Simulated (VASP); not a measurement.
# NiPt (P4/mmm) in VASP: further runs, part 2 of 2

VASP 6.6.1. Earlier steps stand in the parts before.

**4. Single point, LDA, collinear spin, zero start**

Input file INCAR:

```
ALGO = Normal
EDIFF = 1E-6
ENCUT = 520
GGA = CA
ISIF = 2
ISMEAR = -1
ISPIN = 2
LASPH = T
LCHARG = T
LELF = T
LMAXMIX = 4
LORBIT = 11
LREAL = F
LVHAR = T
LWAVE = F
MAGMOM = 0 0
NBANDS = 21
NELM = 150
NUPDOWN = 0.0
PREC = Accurate
SIGMA = 0.1
```

Input file KPOINTS:

```
k-points
0
Gamma
  11 11 8
```

Input file POSCAR:

```
NiPt
1.0
    2.7099397941      0.0000000000      0.0000000000
    0.0000000000      2.7099397941      0.0000000000
    0.0000000000      0.0000000000      3.5783200000
Ni Pt
1 1
Direct
    0.5000000000      0.5000000000      0.5000000000
    0.0000000000      0.0000000000      0.0000000000
```

Potentials or basis: VASP PAW LDA potentials, release 64 (Ni, Pt).

Command:

```bash
> cat potpaw_LDA.64/Ni/POTCAR potpaw_LDA.64/Pt/POTCAR > POTCAR
> mpirun -np 1 vasp_std > vasp.out
```

OUTCAR:

```text
EDIFF = 1E-6
   ENCUT = 520
   GGA = CA
   ISIF = 2
   ISMEAR = -1
   ISPIN = 2
   LASPH = T
   LORBIT = 11
   LREAL = F
   NELM = 150
   NUPDOWN = 0.0
   PREC = Accurate

 ion  position               nearest neighbor table
   1  0.500  0.500  0.500-   2 2.62   2 2.62   2 2.62   2 2.62   2 2.62   2 2.62   2 2.62   2 2.62

   2  0.000  0.000  0.000-   1 2.62   1 2.62   1 2.62   1 2.62   1 2.62   1 2.62   1 2.62   1 2.62

  LATTYP: Found a simple tetragonal cell.
 ALAT       =     2.7099397941
 C/A-ratio  =     1.3204426193

  Lattice vectors:

 A1 = (   2.7099397941,   0.0000000000,   0.0000000000)
 A2 = (   0.0000000000,   2.7099397941,   0.0000000000)
 A3 = (   0.0000000000,   0.0000000000,   3.5783200000)

Analysis of symmetry for initial positions (statically):
=====================================================================
 Subroutine PRICEL returns:
 Original cell was already a primitive cell.

 Routine SETGRP: Setting up the symmetry group for a
 simple tetragonal supercell.

 Subroutine GETGRP returns: Found 16 space group operations
 (whereof 16 operations were pure point group operations)
 out of a pool of 16 trial point group operations.

The static configuration has the point symmetry D_4h.

Analysis of symmetry for dynamics (positions and initial velocities):
=====================================================================
 Subroutine PRICEL returns:
 Original cell was already a primitive cell.

 Routine SETGRP: Setting up the symmetry group for a
 simple tetragonal supercell.

 Subroutine GETGRP returns: Found 16 space group operations
 (whereof 16 operations were pure point group operations)
 out of a pool of 16 trial point group operations.

The dynamic configuration has the point symmetry D_4h.

Analysis of structural, dynamic, and magnetic symmetry:
[... 153 lines left out ...]
  ---------------------------------------------------
  ext. energy  EPLUGINS =         0.00000000
  ---------------------------------------------------
  free energy    TOTEN  =       -14.25435177 eV

  energy without entropy =      -14.12950144  energy(sigma->0) =      -14.19192661

 E-fermi :  10.0225     XC(G=0): -13.5769

 val. band max:       10.0194200272   @ k =   0.4545   0.0909   0.5000
 cond. band min:      10.0228669328   @ k =   0.0000   0.0000   0.1250
 fundamental gap:      0.0034469056
 Fermi energy:        10.0224905035

 spin component 1

 k-point     1 :       0.0000    0.0000    0.0000
  band No.  band energies     occupation
      1       0.4065      1.00000
      2       4.0269      1.00000
      3       4.1101      1.00000
      4       7.1998      1.00000
      5       7.1998      1.00000
      6       8.1908      1.00000
[... 565 lines left out ...]
     20      34.4062      0.00000
     21      34.5299      0.00000

 [... further k-points ...]

 spin component 2

 k-point     1 :       0.0000    0.0000    0.0000
  band No.  band energies     occupation
      1       0.4065      1.00000
      2       4.0269      1.00000
      3       4.1101      1.00000
      4       7.1998      1.00000
      5       7.1998      1.00000
      6       8.1908      1.00000
[... 565 lines left out ...]
     20      34.4062      0.00000
     21      34.5299      0.00000

 [... further k-points ...]

------------------------ aborting loop because EDIFF is reached ----------------------------------------

  FORCE on cell =-STRESS in cart. coord.  units (eV):
  Direction    XX          YY          ZZ          XY          YZ          ZX
  --------------------------------------------------------------------------------------
  -------------------------------------------------------------------------------------
  Total       -2.0919961     -2.0919961     -1.9682323      0.0000000      0.0000000     -0.0000000
  in kB     -127.5478066   -127.5478066   -120.0019959      0.0000000      0.0000000     -0.0000000
  external PRESSURE =    -125.0325363 kB  Pullay stress =       0.0000000 kB

 VOLUME and BASIS-vectors are now :
 -----------------------------------------------------------------------------
  energy-cutoff  :      520.00
  volume of cell :       26.28
      direct lattice vectors                 reciprocal lattice vectors
     2.709939794  0.000000000  0.000000000     0.369011888  0.000000000  0.000000000
     0.000000000  2.709939794  0.000000000     0.000000000  0.369011888  0.000000000
     0.000000000  0.000000000  3.578320000     0.000000000  0.000000000  0.279460753

 POSITION                                       TOTAL-FORCE (eV/Angst)
 -----------------------------------------------------------------------------------
      1.35497      1.35497      1.78916         0.000000      0.000000      0.000000
      0.00000      0.00000      0.00000         0.000000      0.000000      0.000000
 -----------------------------------------------------------------------------------
    total drift:                               -0.000000      0.000000      0.000000

  FREE ENERGIE OF THE ION-ELECTRON SYSTEM (eV)
  ---------------------------------------------------
  free  energy   TOTEN  =       -14.2543517712 eV

  energy  without entropy=      -14.1295014417  energy(sigma->0) =      -14.19192661

 total charge

# of ion       s       p       d       tot
------------------------------------------
    1        0.439   0.462   8.344   9.245
    2        0.701   0.634   8.033   9.367
--------------------------------------------------
tot          1.139   1.096  16.377  18.612

 magnetization (x)

# of ion       s       p       d       tot
------------------------------------------
    1       -0.000  -0.000   0.000   0.000
    2        0.000  -0.000   0.000   0.000
--------------------------------------------------
tot         -0.000  -0.000   0.000   0.000
```

OSZICAR:

```text
N       E                     dE             d eps       ncg     rms          rms(c)
DAV:   1     0.105571173175E+03    0.10557E+03   -0.93461E+03  9276   0.115E+03
DAV:   2    -0.107382421498E+02   -0.11631E+03   -0.10685E+03  9200   0.241E+02
DAV:   3    -0.156695744914E+02   -0.49313E+01   -0.47911E+01 10191   0.532E+01
DAV:   4    -0.157319356126E+02   -0.62361E-01   -0.62310E-01 10177   0.536E+00
DAV:   5    -0.157334529395E+02   -0.15173E-02   -0.15173E-02 10591   0.910E-01    0.160E+01
DAV:   6    -0.165530551339E+02   -0.81960E+00   -0.87428E+00 10125   0.661E+01    0.162E+01
DAV:   7    -0.144338517702E+02    0.21192E+01   -0.52695E+00 11296   0.653E+01    0.731E+00
DAV:   8    -0.142649567645E+02    0.16890E+00   -0.36740E-01 12818   0.101E+01    0.198E+00
DAV:   9    -0.142571565054E+02    0.78003E-02   -0.21316E-02 10895   0.186E+00    0.877E-01
DAV:  10    -0.142544437204E+02    0.27128E-02   -0.24902E-03 12196   0.128E+00    0.188E-01
DAV:  11    -0.142543504067E+02    0.93314E-04   -0.24741E-04 13526   0.285E-01    0.510E-02
DAV:  12    -0.142543519462E+02   -0.15395E-05   -0.14205E-05 10331   0.295E-02    0.120E-02
DAV:  13    -0.142543517712E+02    0.17495E-06   -0.33822E-07  6365   0.108E-02
   1 F= -.14254352E+02 E0= -.14191927E+02  d E =-.124850E+00  mag=    -0.0000
```

stdout:

```text
POSCAR found type information on POSCAR NiPt
 POSCAR found :  2 types and       2 ions
 scaLAPACK will be used
 LDA part: xc-table for (Slater(with rela. corr.)+CA(PZ))
 , standard interpolation
 POSCAR, INCAR and KPOINTS ok, starting setup
 FFT: planning ... GRIDC
 FFT: planning ... GRID_SOFT
 FFT: planning ... GRID
 WAVECAR not read
 entering main loop
```

Run time: 50 s. Hardware: 1 thread of AMD EPYC 9R45 (Zen 5), shared host; peak memory 0.17 GiB.

What came out:

```yaml
Free_energy: -14.2544 eV
Pressure: -12.5 GPa
Net_moment: 0.00 μB per cell
Valence_electrons_inside_the_program's_atomic_spheres: Ni 9.24; Pt 9.37
```

Stress tensor (GPa, compression positive):
```
-12.75   0.00   0.00
  0.00 -12.75   0.00
  0.00   0.00 -12.00
```

Caveat: the cell stands under tension; spin-orbit coupling is left out, which moves the levels of the heavy elements; the total moment is fixed, so each spin has its own Fermi level.
